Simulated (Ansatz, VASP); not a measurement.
# Au in VASP and in Ansatz

```
CELL_PARAMETERS angstrom
0.00000 2.03624 2.03624
2.03624 0.00000 2.03624
2.03624 2.03624 0.00000
ATOMIC_POSITIONS crystal
Au 0.00000 0.00000 0.00000
```

Alike in both runs: task single point; functional PBE; k mesh 12 × 12 × 12; occupations fermi-dirac, width 0.06 eV; no spin polarisation.

```csv
,VASP,Ansatz
version,VASP 6.6.1,Ansatz 0.2 development build
potentials or method,"VASP PAW PBE potentials, release 64 (Au), cutoff 520 eV","all-electron full-potential LAPW, scalar-relativistic"
```

Ansatz gave:

| Quantity | Value |
| --- | --- |
| pressure (GPa) | 10.5 |

Task: Estimate VASP's values.

Result: Pressure (GPa): 10.1.

Ansatz ran all-electron here, and VASP with PAW potentials.

Spin-orbit coupling is off throughout.
